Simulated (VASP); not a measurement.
# YbC (Pm-3m) in VASP: a series of runs

The runs below take YbC through single point, with r2SCAN.

Everything below comes from runs of VASP 6.6.1. Logs are shortened: lines on timing, memory, paths and dates and some standing lists are left out, and cuts for length are marked.

**1. The cell of the first run**

It takes space group Pm-3m (No. 221, cubic). Conventional cell: a = 3.022 Å, b = 3.022 Å, c = 3.022 Å, α = 90.00°, β = 90.00°, γ = 90.00°. Yb (site symmetry m-3m) has 8 C at 2.62 Å and 6 Yb at 3.02 Å within 3.5 Å. Within 3.5 Å of C (site symmetry m-3m) lie 8 Yb at 2.62 Å and 6 C at 3.02 Å.

**2. Single point, r2SCAN, collinear spin, ferromagnetic start (13.80 Å³/atom)**

Contents of POSCAR:

```
YbC
1.0
    3.0223616381      0.0000000000      0.0000000000
    0.0000000000      3.0223616381      0.0000000000
    0.0000000000      0.0000000000      3.0223616381
Yb C
1 1
Direct
    0.0000000000      0.0000000000      0.0000000000
    0.5000000000      0.5000000000      0.5000000000
```

Contents of INCAR.step1:

```
PREC     = Accurate       # precision mode
ENCUT    = 520            # plane-wave cutoff, eV
ISMEAR   = 0              # smearing method
SIGMA    = 0.05           # smearing width, eV
LREAL    = F              # projectors in reciprocal space
LASPH    = T              # aspherical terms in the spheres
NELM     = 150            # most SCF steps
ISPIN    = 2              # spin polarisation
MAGMOM   = 0.35 0         # initial moments
LMAXMIX  = 6              # l up to which the mixer works
NBANDS   = 25             # bands
GGA      = PE             # functional
ALGO     = Normal         # electronic algorithm
EDIFF    = 1E-4           # SCF threshold, eV
LWAVE    = T              # write WAVECAR
LCHARG   = F              # write CHGCAR
```

Contents of INCAR.step2:

```
PREC     = Accurate       # precision mode
ENCUT    = 520            # plane-wave cutoff, eV
EDIFF    = 1E-6           # SCF threshold, eV
ISMEAR   = 0              # smearing method
SIGMA    = 0.05           # smearing width, eV
LREAL    = F              # projectors in reciprocal space
LASPH    = T              # aspherical terms in the spheres
NELM     = 150            # most SCF steps
ALGO     = Normal         # electronic algorithm
ISIF     = 2              # what is computed and relaxed
LWAVE    = F              # write WAVECAR
LCHARG   = F              # write CHGCAR
ISPIN    = 2              # spin polarisation
MAGMOM   = 0.35 0         # initial moments
LORBIT   = 11             # projections on sites
LMAXMIX  = 6              # l up to which the mixer works
METAGGA  = R2SCAN         # meta-GGA
LMIXTAU  = T            
NBANDS   = 25             # bands
ISTART   = 1
```

Contents of KPOINTS:

```
Automatic mesh
0
Gamma
  12 12 12
```

Potentials or basis: VASP PAW PBE potentials, release 64 (Yb, C).

Run with:

```bash
$ cat potpaw_PBE.64/Yb/POTCAR potpaw_PBE.64/C/POTCAR > POTCAR
$ cp INCAR.step1 INCAR
$ mpirun -np 1 vasp_std > vasp.out
$ cp INCAR.step2 INCAR
$ mpirun -np 1 vasp_std > vasp.out
```

OUTCAR:

```text
PREC = Accurate
   ENCUT = 520
   EDIFF = 1E-6
   ISMEAR = 0
   LREAL = F
   LASPH = T
   NELM = 150
   ISIF = 2
   ISPIN = 2
   LORBIT = 11
   METAGGA = R2SCAN
   ISTART = 1

 ion  position               nearest neighbor table
   1  0.000  0.000  0.000-   2 2.62   2 2.62   2 2.62   2 2.62   2 2.62   2 2.62   2 2.62   2 2.62

   2  0.500  0.500  0.500-   1 2.62   1 2.62   1 2.62   1 2.62   1 2.62   1 2.62   1 2.62   1 2.62

  LATTYP: Found a simple cubic cell.
 ALAT       =     3.0223616381

  Lattice vectors:

 A1 = (   3.0223616381,   0.0000000000,   0.0000000000)
 A2 = (   0.0000000000,   3.0223616381,   0.0000000000)
 A3 = (   0.0000000000,   0.0000000000,   3.0223616381)

Analysis of symmetry for initial positions (statically):
=====================================================================
 Subroutine PRICEL returns:
 Original cell was already a primitive cell.

 Routine SETGRP: Setting up the symmetry group for a
 simple cubic supercell.

 Subroutine GETGRP returns: Found 48 space group operations
 (whereof 48 operations were pure point group operations)
 out of a pool of 48 trial point group operations.

The static configuration has the point symmetry O_h .

Analysis of symmetry for dynamics (positions and initial velocities):
=====================================================================
 Subroutine PRICEL returns:
 Original cell was already a primitive cell.

 Routine SETGRP: Setting up the symmetry group for a
 simple cubic supercell.

 Subroutine GETGRP returns: Found 48 space group operations
 (whereof 48 operations were pure point group operations)
 out of a pool of 48 trial point group operations.

The dynamic configuration has the point symmetry O_h .

Analysis of structural, dynamic, and magnetic symmetry:
=====================================================================
 Subroutine PRICEL returns:
 Original cell was already a primitive cell.

 Routine SETGRP: Setting up the symmetry group for a
 simple cubic supercell.

 Subroutine GETGRP returns: Found 48 space group operations
 (whereof 48 operations were pure point group operations)
 out of a pool of 48 trial point group operations.

The overall configuration has the point symmetry O_h .

 Subroutine INISYM returns: Found 48 space group operations
 (whereof 48 operations are pure point group operations),
 and found     1 'primitive' translations

[... 111 lines left out ...]
   IALGO  =     38    algorithm
   IMIX   =      4    mixing-type and parameters
     AMIX     =   0.40;   BMIX     =  1.00
     AMIX_MAG =   1.60;   BMIX_MAG =  1.00
  volume/ion in A,a.u.               =      13.80        93.15
  Fermi-wavevector in a.u.,A,eV,Ry     =   1.644805  3.108231 36.808976  2.705383
  Thomas-Fermi vector in A             =   2.734709
   LORBIT       =     11    0 simple, 1 ext, 2 COOP (PROOUT), +10 PAW based schemes
   METAGGA = R2SCAN    functional components
   LHFCALC =     F    Hartree Fock is set to
   AEXX    =    0.0000 exact exchange contribution
   IVDW    =     0    specifies the selected vdW correction
   LEPSILON=     F    determine dielectric tensor
   LRPA    =     F    only Hartree local field effects (RPA)
 spin polarized calculation
 Gauss-broadening in eV      SIGMA  =   0.05
  energy-cutoff  :      520.00
  volume of cell :       27.61
 maximum number of plane-waves:       768
 NGX is ok and might be reduce to    24
   NGX = 11   NGY = 11   NGZ = 11

 number of electron      28.0000022 magnetization       0.0001360

 number of electron      28.0000022 magnetization      -0.0000714

 Free energy of the ion-electron system (eV)
  ---------------------------------------------------
  ext. energy  EPLUGINS =         0.00000000
  ---------------------------------------------------
  free energy    TOTEN  =       -44.50685460 eV

  energy without entropy =      -44.50476319  energy(sigma->0) =      -44.50580889

 E-fermi :   3.8971     XC(G=0): -13.2360

 val. band max:        3.8883181548   @ k =   0.4167   0.4167   0.2500
 cond. band min:       3.9046542305   @ k =   0.3333   0.3333   0.2500
 fundamental gap:      0.0163360757
 Fermi energy:         3.8971180894

 spin component 1

 k-point     1 :       0.0000    0.0000    0.0000
  band No.  band energies     occupation
      1     -49.1918      1.00000
      2     -20.3190      1.00000
      3     -20.3190      1.00000
      4     -20.3190      1.00000
      5      -8.2828      1.00000
      6       2.9587      1.00000
[... 661 lines left out ...]
     24      22.3224      0.00000
     25      25.7076      0.00000

 [... further k-points ...]

 spin component 2

 k-point     1 :       0.0000    0.0000    0.0000
  band No.  band energies     occupation
      1     -49.1919      1.00000
      2     -20.3190      1.00000
      3     -20.3190      1.00000
      4     -20.3190      1.00000
      5      -8.2827      1.00000
      6       2.9585      1.00000
[... 661 lines left out ...]
     24      22.3224      0.00000
     25      25.7076      0.00000

 [... further k-points ...]
[... 5 lines left out ...]
  --------------------------------------------------------------------------------------
  -------------------------------------------------------------------------------------
  Total        0.0019952      0.0019952      0.0019952     -0.0000000      0.0000000     -0.0000000
  in kB        0.1157893      0.1157893      0.1157893     -0.0000000      0.0000000     -0.0000000
  external PRESSURE =       0.1157893 kB  Pullay stress =       0.0000000 kB

 VOLUME and BASIS-vectors are now :
 -----------------------------------------------------------------------------
  energy-cutoff  :      520.00
  volume of cell :       27.61
      direct lattice vectors                 reciprocal lattice vectors
     3.022361638  0.000000000  0.000000000     0.330867090  0.000000000  0.000000000
     0.000000000  3.022361638  0.000000000     0.000000000  0.330867090  0.000000000
     0.000000000  0.000000000  3.022361638     0.000000000  0.000000000  0.330867090

 POSITION                                       TOTAL-FORCE (eV/Angst)
 -----------------------------------------------------------------------------------
      0.00000      0.00000      0.00000         0.000000      0.000000      0.000000
      1.51118      1.51118      1.51118         0.000000      0.000000      0.000000
 -----------------------------------------------------------------------------------
    total drift:                                0.000000      0.000000      0.000000

  FREE ENERGIE OF THE ION-ELECTRON SYSTEM (eV)
  ---------------------------------------------------
  free  energy   TOTEN  =       -44.5068545950 eV

  energy  without entropy=      -44.5047631942  energy(sigma->0) =      -44.50580889

 total charge

# of ion       s       p       d       f       tot
--------------------------------------------------
    1        2.161   6.064   0.509  13.438  22.172
    2        0.915   1.314   0.000   0.000   2.229
--------------------------------------------------
tot          3.076   7.378   0.509  13.438  24.401

 magnetization (x)

# of ion       s       p       d       f       tot
--------------------------------------------------
    1       -0.000  -0.000   0.000  -0.000  -0.000
    2       -0.000   0.000   0.000   0.000   0.000
--------------------------------------------------
tot         -0.000   0.000   0.000  -0.000  -0.000
```

OSZICAR.step1:

```text
N       E                     dE             d eps       ncg     rms          rms(c)
DAV:   1     0.142680830491E+03    0.14268E+03   -0.91627E+03 12076   0.739E+03
DAV:   2     0.516728533127E+01   -0.13751E+03   -0.12693E+03 11441   0.716E+02
[... 19 lines left out ...]
DAV:  22    -0.114458543332E+02   -0.53497E-02   -0.42060E-02 14357   0.102E+01    0.206E+01
DAV:  23    -0.114332620855E+02    0.12592E-01   -0.16167E-02 13826   0.627E+00    0.222E+01
DAV:  24    -0.114337742147E+02   -0.51213E-03   -0.20128E-03 15155   0.114E+00    0.202E+01
DAV:  25    -0.114317738705E+02    0.20003E-02   -0.10243E-03 13249   0.917E-01    0.125E+01
DAV:  26    -0.114303222009E+02    0.14517E-02   -0.12320E-03 12049   0.131E+00    0.780E+00
DAV:  27    -0.114298070716E+02    0.51513E-03   -0.74078E-04 13103   0.728E-01    0.404E+00
DAV:  28    -0.114297097960E+02    0.97276E-04   -0.18143E-04 10829   0.352E-01
   1 F= -.11429710E+02 E0= -.11428740E+02  d E =-.194013E-02  mag=     0.0041
```

It took 9.3 min on 1 thread of Oxide Virtual Turin-like, shared host; peak memory 0.21 GiB.

Results:

```
Free energy                                           : -44.5069 eV
Pressure                                              : 0.0 GPa
Band gap on the k mesh                                : zero (filled and empty bands overlap)
Net moment                                            : 0.00 μB per cell
Valence electrons inside the program's atomic spheres : Yb 22.17; C 2.23
```

Levels at points of the mesh, in eV from the Fermi level:
Spin up:
| k point | band 10 | band 11 | band 12 | band 13 | band 14 | band 15 | band 16 | band 17 | band 18 | band 19 |
| --- | --- | --- | --- | --- | --- | --- | --- | --- | --- | --- |
| (0.00, 0.00, 0.00) | -0.90 | -0.90 | -0.59 | 0.78 | 0.78 | 1.58 | 1.58 | 1.58 | 7.23 | 9.01 |
| (0.50, 0.00, 0.00) | -0.77 | -0.64 | -0.58 | -0.58 | -0.11 | -0.11 | 2.20 | 8.69 | 9.71 | 10.03 |
| (0.50, 0.50, 0.00) | -0.73 | -0.73 | -0.54 | -0.54 | -0.53 | 1.61 | 2.25 | 5.77 | 5.77 | 6.15 |
| (0.50, 0.50, 0.50) | -0.77 | -0.77 | -0.71 | -0.71 | -0.71 | -0.45 | 10.74 | 10.74 | 10.74 | 10.88 |
Spin down:
```
           k point  band 12  band 13  band 14  band 15  band 16  band 17
(0.00, 0.00, 0.00)    -0.59     0.78     0.78     1.58     1.58     1.58
(0.50, 0.00, 0.00)    -0.58    -0.58    -0.11    -0.11     2.20     8.69
(0.50, 0.50, 0.00)    -0.54    -0.54    -0.53     1.61     2.25     5.77
(0.50, 0.50, 0.50)    -0.72    -0.72    -0.72    -0.45    10.74    10.74
```

Caveat: the PAW data sets were made with another functional, which shifts forces and pressure a little; spin-orbit coupling is left out, which moves the levels of the heavy elements. The state reached can hang on the start; a lower one may exist.

**3. Single point, r2SCAN, collinear spin, ferromagnetic start (13.86 Å³/atom)**

This run uses another cell than the first one, of 13.86 Å³/atom.

Contents of POSCAR:

```
YbC
1.0
    3.0262060143      0.0000000000      0.0000000000
    0.0000000000      3.0262060143      0.0000000000
    0.0000000000      0.0000000000      3.0262060143
Yb C
1 1
Direct
    0.0000000000      0.0000000000      0.0000000000
    0.5000000000      0.5000000000      0.5000000000
```

Contents of INCAR.step1:

```
  PREC = Accurate
  ENCUT = 520
  ISMEAR = 0
  SIGMA = 0.05
  LREAL = F
  LASPH = T
  NELM = 150
  ISPIN = 2
  MAGMOM = 0.35 0
  LMAXMIX = 6
  NBANDS = 25
  GGA = PE
  ALGO = Normal
  EDIFF = 1E-4
  LWAVE = T
  LCHARG = F
```

Contents of INCAR.step2:

```
  PREC = Accurate
  ENCUT = 520
  EDIFF = 1E-6
  ISMEAR = 0
  SIGMA = 0.05
  LREAL = F
  LASPH = T
  NELM = 150
  ALGO = Normal
  ISIF = 2
  LWAVE = F
  LCHARG = F
  ISPIN = 2
  MAGMOM = 0.35 0
  LORBIT = 11
  LMAXMIX = 6
  METAGGA = R2SCAN
  LMIXTAU = T
  NBANDS = 25
  ISTART = 1
```

KPOINTS is that of step 2.

Potentials or basis: VASP PAW PBE potentials, release 64 (Yb, C).

Run with:

```bash
$ cat potpaw_PBE.64/Yb/POTCAR potpaw_PBE.64/C/POTCAR > POTCAR
$ cp INCAR.step1 INCAR
$ mpirun -np 1 vasp_std > vasp.out
$ cp INCAR.step2 INCAR
$ mpirun -np 1 vasp_std > vasp.out
```

OUTCAR:

```text
PREC = Accurate
   ENCUT = 520
   EDIFF = 1E-6
   ISMEAR = 0
   LREAL = F
   LASPH = T
   NELM = 150
   ISIF = 2
   ISPIN = 2
   LORBIT = 11
   METAGGA = R2SCAN
   ISTART = 1

 ion  position               nearest neighbor table
   1  0.000  0.000  0.000-   2 2.62   2 2.62   2 2.62   2 2.62   2 2.62   2 2.62   2 2.62   2 2.62

   2  0.500  0.500  0.500-   1 2.62   1 2.62   1 2.62   1 2.62   1 2.62   1 2.62   1 2.62   1 2.62

  LATTYP: Found a simple cubic cell.
 ALAT       =     3.0262060143

  Lattice vectors:

 A1 = (   3.0262060143,   0.0000000000,   0.0000000000)
 A2 = (   0.0000000000,   3.0262060143,   0.0000000000)
 A3 = (   0.0000000000,   0.0000000000,   3.0262060143)

Analysis of symmetry for initial positions (statically):
=====================================================================
 Subroutine PRICEL returns:
 Original cell was already a primitive cell.

[... 878 lines left out ...]
      6       2.9400      1.00000
[... 661 lines left out ...]
     24      22.2362      0.00000
     25      25.6344      0.00000

 [... further k-points ...]

------------------------ aborting loop because EDIFF is reached ----------------------------------------

  FORCE on cell =-STRESS in cart. coord.  units (eV):
  Direction    XX          YY          ZZ          XY          YZ          ZX
  --------------------------------------------------------------------------------------
  -------------------------------------------------------------------------------------
  Total       -0.0860726     -0.0860726     -0.0860726      0.0000000      0.0000000      0.0000000
  in kB       -4.9759959     -4.9759959     -4.9759959      0.0000000      0.0000000      0.0000000
  external PRESSURE =      -4.9759959 kB  Pullay stress =       0.0000000 kB

 VOLUME and BASIS-vectors are now :
 -----------------------------------------------------------------------------
  energy-cutoff  :      520.00
  volume of cell :       27.71
      direct lattice vectors                 reciprocal lattice vectors
     3.026206014  0.000000000  0.000000000     0.330446769  0.000000000  0.000000000
     0.000000000  3.026206014  0.000000000     0.000000000  0.330446769  0.000000000
     0.000000000  0.000000000  3.026206014     0.000000000  0.000000000  0.330446769

 POSITION                                       TOTAL-FORCE (eV/Angst)
 -----------------------------------------------------------------------------------
      0.00000      0.00000      0.00000         0.000000      0.000000      0.000000
      1.51310      1.51310      1.51310         0.000000      0.000000      0.000000
 -----------------------------------------------------------------------------------
    total drift:                                0.000000      0.000000      0.000000

  FREE ENERGIE OF THE ION-ELECTRON SYSTEM (eV)
  ---------------------------------------------------
  free  energy   TOTEN  =       -44.5067313748 eV

  energy  without entropy=      -44.5046401192  energy(sigma->0) =      -44.50568575

 total charge

# of ion       s       p       d       f       tot
--------------------------------------------------
    1        2.160   6.062   0.506  13.439  22.167
    2        0.915   1.312   0.000   0.000   2.227
--------------------------------------------------
tot          3.075   7.374   0.506  13.439  24.394

 magnetization (x)

# of ion       s       p       d       f       tot
--------------------------------------------------
    1        0.000  -0.000  -0.000   0.001   0.001
    2        0.000  -0.000   0.000   0.000  -0.000
--------------------------------------------------
tot          0.000  -0.000  -0.000   0.001   0.001
```

OUTCAR.step1:

```text
PREC = Accurate
   ENCUT = 520
   ISMEAR = 0
   LREAL = F
   LASPH = T
[... 1589 lines left out ...]
 -----------------------------------------------------------------------------------
      0.00000      0.00000      0.00000         0.000000      0.000000      0.000000
      1.51310      1.51310      1.51310         0.000000      0.000000      0.000000
 -----------------------------------------------------------------------------------
    total drift:                                0.000000      0.000000      0.000000

  FREE ENERGIE OF THE ION-ELECTRON SYSTEM (eV)
  ---------------------------------------------------
  free  energy   TOTEN  =       -11.4313519410 eV

  energy  without entropy=      -11.4294075691  energy(sigma->0) =      -11.43037976
```

OSZICAR.step1:

```text
N       E                     dE             d eps       ncg     rms          rms(c)
DAV:   1     0.143037414456E+03    0.14304E+03   -0.92721E+03 12179   0.749E+03
DAV:   2     0.549529839253E+01   -0.13754E+03   -0.12651E+03 11462   0.715E+02
DAV:   3    -0.113171965123E+02   -0.16812E+02   -0.16143E+02 10772   0.117E+02
DAV:   4    -0.147244567814E+02   -0.34073E+01   -0.33640E+01 15551   0.367E+01
[... 18 lines left out ...]
DAV:  23    -0.114327979454E+02    0.23737E-01   -0.60050E-02 15819   0.990E+00    0.147E+01
DAV:  24    -0.114311647908E+02    0.16332E-02   -0.83026E-03 13379   0.104E+00    0.160E+00
DAV:  25    -0.114314075859E+02   -0.24280E-03   -0.77161E-04 12715   0.725E-01    0.337E+00
DAV:  26    -0.114313519410E+02    0.55645E-04   -0.36779E-04 11638   0.315E-01
   1 F= -.11431352E+02 E0= -.11430380E+02  d E =-.194437E-02  mag=    -0.0045
```

Run time: 9.3 min. Hardware: 1 thread of Oxide Virtual Turin-like, shared host; peak memory 0.2 GiB.

What came out:

- Free energy: -44.5067 eV
- Pressure: -0.5 GPa
- Band gap on the k mesh: zero (filled and empty bands overlap)
- Net moment: 0.00 μB per cell
- Valence electrons inside the program's atomic spheres: Yb 22.17; C 2.23

Caveat: the PAW data sets were made with another functional, which shifts forces and pressure a little; spin-orbit coupling is left out, which moves the levels of the heavy elements.

(Continued in part 2 of 2.)
